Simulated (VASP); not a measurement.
# AlN (P6_3mc) in VASP: settings compared, part 2 of 2

VASP 6.6.1. The steps go on from the part before.

### Step 3. Single point, PBEsol

INCAR reads:

```
SYSTEM = AlN
PREC = Accurate ; ENCUT = 600
EDIFF = 1E-6 ; ISMEAR = 0
SIGMA = 0.01 ; LREAL = .False.
LASPH = .True. ; NELM = 120
ALGO = Normal ; ISIF = 2
LWAVE = .False. ; LCHARG = .False.
GGA = PS ; NBANDS = 16
GGA_COMPAT = .False.
```

KPOINTS reads:

```
regular mesh
0
Gamma
  6 6 4
  0 0 0
```

POSCAR reads:

```
AlN
1.0
    3.1066937622      0.0000000000      0.0000000000
   -1.5533468811      2.6904757198      0.0000000000
    0.0000000000      0.0000000000      4.9785915530
Al N
2 2
Direct
    0.3333333333      0.6666666667     -0.0032954729
    0.6666666667      0.3333333333      0.4967045271
    0.3333333333      0.6666666667      0.3782954729
    0.6666666667      0.3333333333      0.8782954729
```

Potentials or basis: VASP PAW PBE potentials, release 64 (Al, N).

The run is started by

```
cat potpaw_PBE.64/Al/POTCAR potpaw_PBE.64/N/POTCAR > POTCAR
mpirun -np 1 vasp_std > vasp.out
```

OUTCAR:

```text
SYSTEM = AlN
   PREC = Accurate
   ENCUT = 600
   EDIFF = 1E-6
   ISMEAR = 0
   LREAL = .False.
   LASPH = .True.
   NELM = 120
   ISIF = 2
   GGA = PS

 ion  position               nearest neighbor table
   1  0.333  0.667  0.997-   4 1.89   4 1.89   4 1.89   3 1.90   2 3.07   2 3.07   2 3.07   2 3.07
                             2 3.07   2 3.07
   2  0.667  0.333  0.497-   3 1.89   3 1.89   3 1.89   4 1.90   1 3.07   1 3.07   1 3.07   1 3.07
                             1 3.07   1 3.07
   3  0.333  0.667  0.378-   2 1.89   2 1.89   2 1.89   1 1.90
   4  0.667  0.333  0.878-   1 1.89   1 1.89   1 1.89   2 1.90

  LATTYP: Found a hexagonal cell.
 ALAT       =     3.1066937622
 C/A-ratio  =     1.6025369522

  Lattice vectors:

 A1 = (   3.1066937622,   0.0000000000,   0.0000000000)
 A2 = (  -1.5533468811,   2.6904757198,   0.0000000000)
 A3 = (   0.0000000000,   0.0000000000,   4.9785915530)

Analysis of symmetry for initial positions (statically):
=====================================================================
 Subroutine PRICEL returns:
 Original cell was already a primitive cell.

 Routine SETGRP: Setting up the symmetry group for a
 hexagonal supercell.

 Subroutine GETGRP returns: Found 12 space group operations
 (whereof  6 operations were pure point group operations)
 out of a pool of 24 trial point group operations.

The static configuration has the point symmetry C_3v.
 The point group associated with its full space group is C_6v.

Analysis of symmetry for dynamics (positions and initial velocities):
=====================================================================
 Subroutine PRICEL returns:
 Original cell was already a primitive cell.

 Routine SETGRP: Setting up the symmetry group for a
 hexagonal supercell.

 Subroutine GETGRP returns: Found 12 space group operations
 (whereof  6 operations were pure point group operations)
 out of a pool of 24 trial point group operations.

The dynamic configuration has the point symmetry C_3v.
 The point group associated with its full space group is C_6v.

 Subroutine INISYM returns: Found 12 space group operations
 (whereof  6 operations are pure point group operations),
 and found     1 'primitive' translations

----------------------------------------------------------------------------------------

                                     Primitive cell

  volume of cell :      41.6135

  direct lattice vectors                    reciprocal lattice vectors
     3.106693762  0.000000000  0.000000000     0.321885605  0.185840740  0.000000000
    -1.553346881  2.690475720  0.000000000     0.000000000  0.371681481  0.000000000
     0.000000000  0.000000000  4.978591553     0.000000000  0.000000000  0.200860020

  length of vectors
     3.106693762  3.106693762  4.978591553     0.371681481  0.371681481  0.200860020

  position of ions in fractional coordinates (direct lattice)
     0.333333333  0.666666667  0.996704527
     0.666666667  0.333333333  0.496704527
     0.333333333  0.666666667  0.378295473
     0.666666667  0.333333333  0.878295473

  ion indices of the primitive-cell ions
   primitive index   ion index
                 1           1
                 2           2
                 3           3
[... 27 lines left out ...]

 Following reciprocal coordinates:
            Coordinates               Weight
  0.000000  0.000000  0.000000      1.000000
  0.166667  0.000000  0.000000      6.000000
  0.333333  0.000000  0.000000      6.000000
  0.500000  0.000000  0.000000      3.000000
  0.166667  0.166667  0.000000      6.000000
  0.333333  0.166667  0.000000     12.000000
[... 13 lines left out ...]
  0.333333  0.166667  0.500000     12.000000
  0.333333  0.333333  0.500000      2.000000
   k-points           NKPTS =     21   k-points in BZ     NKDIM =     21   number of bands    NBANDS=     16
   number of dos      NEDOS =    301   number of ions     NIONS =      4
   total plane-waves  NPLWV =  31360
   dimension x,y,z NGX =    28 NGY =   28 NGZ =   40
   dimension x,y,z NGXF=    56 NGYF=   56 NGZF=   80
   ions per type =               2   2
   NGX,Y,Z   is equivalent  to a cutoff of  14.98, 14.98, 13.36 a.u.
   NGXF,Y,Z  is equivalent  to a cutoff of  29.97, 29.97, 26.71 a.u.
 SYSTEM =  AlN
   PREC   = accura    normal or accurate (medium, high low for compatibility)
   ISTART =      0    job   : 0-new  1-cont  2-samecut
   ICHARG =      2    charge: 1-file 2-atom 10-const
   ISPIN  =      1    spin polarized calculation?
   LNONCOLLINEAR =      F non collinear calculations
   LSORBIT =      F    spin-orbit coupling
   LASPH  =      T    aspherical Exc in radial PAW
   ENCUT  =  600.0 eV  44.10 Ry    6.64 a.u.   6.20  6.20  9.94*2*pi/ulx,y,z
   NELM   =    120;   NELMIN=  2; NELMDL= -5     # of ELM steps
   EDIFF  = 0.1E-05   stopping-criterion for ELM
   LREAL  =      F    real-space projection
   EDIFFG = 0.1E-04   stopping-criterion for IOM
   NSW    =      0    number of steps for IOM
   IBRION =     -1    ionic relax: 0-MD 1-quasi-New 2-CG
   NFREE  =      0    steps in history (QN), initial steepest desc. (CG)
   ISIF   =      2    stress and relaxation
   ISYM   =      2    0-nonsym 1-usesym 2-fastsym
   POTIM  = 0.5000    time-step for ionic-motion
   TEBEG  =    0.0;   TEEND  =   0.0 temperature during run
   PSTRESS=    0.0 pullay stress
   NELECT =      16.0000    total number of electrons
   NUPDOWN=      -1.0000    fix difference up-down
   EMIN   =  10.00;   EMAX   =-10.00  energy-range for DOS
   EFERMI =   0.00;   METHOD = LEGACY
   ISMEAR =     0;   SIGMA  =   0.01  broadening in eV -4-tet -1-fermi 0-gaus
   EFERMI_NEDOS =   21; number of points for ismear=-14 and -15
   IALGO  =     38    algorithm
   IMIX   =      4    mixing-type and parameters
     AMIX     =   0.40;   BMIX     =  1.00
     AMIX_MAG =   1.60;   BMIX_MAG =  1.00
  volume/ion in A,a.u.               =      10.40        70.21
  Fermi-wavevector in a.u.,A,eV,Ry     =   1.190429  2.249585 19.281103  1.417121
  Thomas-Fermi vector in A             =   2.326514
   LORBIT       =      0    0 simple, 1 ext, 2 COOP (PROOUT), +10 PAW based schemes
   GGA     = PS    functional components
   LHFCALC =     F    Hartree Fock is set to
   AEXX    =    0.0000 exact exchange contribution
   IVDW    =     0    specifies the selected vdW correction
   LEPSILON=     F    determine dielectric tensor
   LRPA    =     F    only Hartree local field effects (RPA)
 non-spin polarized calculation
 Gauss-broadening in eV      SIGMA  =   0.01
  energy-cutoff  :      600.00
  volume of cell :       41.61
 maximum number of plane-waves:      1412
 NGX is ok and might be reduce to    28
   NGX = 13   NGY = 13   NGZ = 19

 number of electron      16.0000001 magnetization

 Free energy of the ion-electron system (eV)
  ---------------------------------------------------
  ext. energy  EPLUGINS =         0.00000000
  ---------------------------------------------------
  free energy    TOTEN  =       -31.31331719 eV

  energy without entropy =      -31.31331719  energy(sigma->0) =      -31.31331719

 E-fermi :   6.1466     XC(G=0): -11.1237

 val. band max:        6.0948580093   @ k =   0.0000   0.0000   0.0000
 cond. band min:      10.2630962815   @ k =   0.0000   0.0000   0.0000
 fundamental gap:      4.1682382722
 Fermi energy:         6.1465772556

 k-point     1 :       0.0000    0.0000    0.0000
  band No.  band energies     occupation
      1      -9.0907      2.00000
      2      -6.8986      2.00000
      3       0.0231      2.00000
      4       5.2323      2.00000
      5       5.2323      2.00000
      6       5.8842      2.00000
[... 376 lines left out ...]
      3       1.2151      2.00000
      4       1.2151      2.00000
      5       2.1670      2.00000
      6       2.1670      2.00000
[... 8 lines left out ...]
     15      19.7998      0.00000
     16      19.7998      0.00000

------------------------ aborting loop because EDIFF is reached ----------------------------------------

  FORCE on cell =-STRESS in cart. coord.  units (eV):
  Direction    XX          YY          ZZ          XY          YZ          ZX
  --------------------------------------------------------------------------------------
  -------------------------------------------------------------------------------------
  Total        0.2776196      0.2776196      0.1883287      0.0000000      0.0000000      0.0000000
  in kB       10.6887424     10.6887424      7.2509179      0.0000000      0.0000000      0.0000000
  external PRESSURE =       9.5428009 kB  Pullay stress =       0.0000000 kB

 VOLUME and BASIS-vectors are now :
 -----------------------------------------------------------------------------
  energy-cutoff  :      600.00
  volume of cell :       41.61
      direct lattice vectors                 reciprocal lattice vectors
     3.106693762  0.000000000  0.000000000     0.321885605  0.185840740  0.000000000
    -1.553346881  2.690475720  0.000000000     0.000000000  0.371681481  0.000000000
     0.000000000  0.000000000  4.978591553     0.000000000  0.000000000  0.200860020

 POSITION                                       TOTAL-FORCE (eV/Angst)
 -----------------------------------------------------------------------------------
     -0.00000      1.79365      4.96218         0.000000      0.000000     -0.013296
      1.55335      0.89683      2.47289        -0.000000     -0.000000     -0.013296
     -0.00000      1.79365      1.88338        -0.000000     -0.000000      0.013296
      1.55335      0.89683      4.37267         0.000000     -0.000000      0.013296
 -----------------------------------------------------------------------------------
    total drift:                               -0.000000      0.000000     -0.000889

  FREE ENERGIE OF THE ION-ELECTRON SYSTEM (eV)
  ---------------------------------------------------
  free  energy   TOTEN  =       -31.3133171939 eV

  energy  without entropy=      -31.3133171939  energy(sigma->0) =      -31.31331719
```

OSZICAR:

```text
N       E                     dE             d eps       ncg     rms          rms(c)
DAV:   1     0.452938243768E+02    0.45294E+02   -0.80987E+03   672   0.102E+03
DAV:   2    -0.319864960492E+02   -0.77280E+02   -0.70900E+02   944   0.205E+02
DAV:   3    -0.357596917150E+02   -0.37732E+01   -0.37610E+01   872   0.493E+01
DAV:   4    -0.357829062826E+02   -0.23215E-01   -0.23213E-01   800   0.405E+00
DAV:   5    -0.357832031375E+02   -0.29685E-03   -0.29685E-03   888   0.455E-01    0.117E+01
DAV:   6    -0.313614492412E+02    0.44218E+01   -0.95495E+00   840   0.235E+01    0.416E+00
DAV:   7    -0.313508254412E+02    0.10624E-01   -0.66669E-01   720   0.573E+00    0.288E+00
DAV:   8    -0.313179957159E+02    0.32830E-01   -0.72876E-02   760   0.242E+00    0.570E-01
DAV:   9    -0.313130371672E+02    0.49585E-02   -0.12584E-02   888   0.873E-01    0.247E-01
DAV:  10    -0.313134039067E+02   -0.36674E-03   -0.15040E-03   744   0.254E-01    0.152E-01
DAV:  11    -0.313133177839E+02    0.86123E-04   -0.14344E-04   808   0.915E-02    0.327E-02
DAV:  12    -0.313133171939E+02    0.59004E-06   -0.70524E-06   792   0.224E-02
   1 F= -.31313317E+02 E0= -.31313317E+02  d E =-.946683E-16
```

It took 9.8 s on 1 thread of Intel Xeon Platinum 8488C (Sapphire Rapids), shared host; peak memory 0.17 GiB.

What came out:

```
Free energy            : -31.3133 eV
Pressure               : 1.0 GPa
Largest force          : 0.013 eV/Å
Band gap on the k mesh : 4.17 eV, direct
```

Forces on the atoms (eV/Å):
```
Al   0.000  0.000 -0.013
Al   0.000  0.000 -0.013
N    0.000  0.000  0.013
N    0.000  0.000  0.013
```

Caveat: the PAW data sets were made with another functional, which shifts forces and pressure a little.
